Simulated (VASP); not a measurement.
Wanted: the native input for a VASP 6.6.1 run.

```
Task                   : single point
Functional             : PBE
Potentials or basis    : VASP PAW PBE potentials, release 64 (Ti_sv, O)
Cutoff                 : 520 eV
k mesh                 : 6 × 6 × 6
Occupations            : fermi-dirac, width 0.05 eV
Spin                   : no spin polarisation
Dipole correction      : no
Further INCAR settings : ALGO = Normal; EDIFF = 1e-06; NBANDS = 60
```

The structure of TiO2 lies in POSCAR:

```
TiO2
1.0
   -4.3774369703      4.3774369703      1.8821810111
    4.3774369703     -4.3774369703      1.8821810111
    4.3774369703      4.3774369703     -1.8821810111
Ti O
4 8
Direct
    0.2905604503      0.9898122404      0.2803726906
    0.0101877596      0.2905604503      0.3007482099
    0.9898122404      0.7094395497      0.6992517901
    0.7094395497      0.0101877596      0.7196273094
    0.4950165207      0.8477802746      0.3427967953
    0.1622609398      0.1567314678      0.3189924076
    0.1522197254      0.4950165207      0.6472362461
    0.1567314678      0.8377390602      0.9944705280
    0.8432685322      0.1622609398      0.0055294720
    0.8477802746      0.5049834793      0.3527637539
    0.8377390602      0.8432685322      0.6810075924
    0.5049834793      0.1522197254      0.6572032047
```

These files were run (other wordings do the same):

INCAR

```
ALGO     = Normal         # electronic algorithm
EDIFF    = 1E-6           # SCF threshold, eV
ENCUT    = 520            # plane-wave cutoff, eV
GGA      = PE             # functional
ISIF     = 2              # what is computed and relaxed
ISMEAR   = -1             # smearing method
LASPH    = T              # aspherical terms in the spheres
LCHARG   = F              # write CHGCAR
LREAL    = F              # projectors in reciprocal space
LWAVE    = F              # write WAVECAR
NBANDS   = 60             # bands
NELM     = 60             # most SCF steps
PREC     = Accurate       # precision mode
SIGMA    = 0.05           # smearing width, eV
```

KPOINTS

```
k-points
0
Gamma
  6 6 6
```

Potentials or basis: VASP PAW PBE potentials, release 64 (Ti_sv, O).

Run with:

```console
$ cat potpaw_PBE.64/Ti_sv/POTCAR potpaw_PBE.64/O/POTCAR > POTCAR
$ mpirun -np 1 vasp_std > vasp.out
```

Results of the run:

```yaml
Pressure: 2.6 GPa
Largest_force: 0.090 eV/Å
Band_gap_on_the_k_mesh: 1.89 eV (least direct gap 2.54 eV)
```

Wall time 10 min on 1 thread of Oxide Virtual Turin-like Processor (shared host), peak memory 0.42 GiB.
